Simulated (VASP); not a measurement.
The system is BaTe.

```
Ba Te
1.0
     0.00000    3.53339    3.53339
     3.53339    0.00000    3.53339
     3.53339    3.53339    0.00000
Ba Te
1 1
Direct
  0.00000 0.00000 0.00000
  0.50000 0.50000 0.50000
```

Base run:

```yaml
Program: VASP 6.6.1
Functional: HF
Potentials_or_basis: VASP PAW PBE potentials, release 64 (Ba_sv, Te)
Cutoff: 520 eV
k_mesh: 4 × 4 × 4
Occupations: gaussian, width 0.01 eV
Spin: no spin polarisation
```

Its results: band gap on the k mesh 7.91 eV (least direct gap 8.45 eV); pressure 2.7 GPa.

Problem. The run is repeated on the same cell with these changes: functional from HF to r2SCAN0; share of exact exchange from 1 to 0.25. What comes out?

Solution. Band gap on the k mesh 3.20 eV (least direct gap 3.65 eV); pressure -0.1 GPa.

Caveats: the PAW data sets were made with another functional, which shifts forces and pressure a little; spin-orbit coupling is left out, which moves the levels of the heavy elements.

A k mesh can miss the band edges.
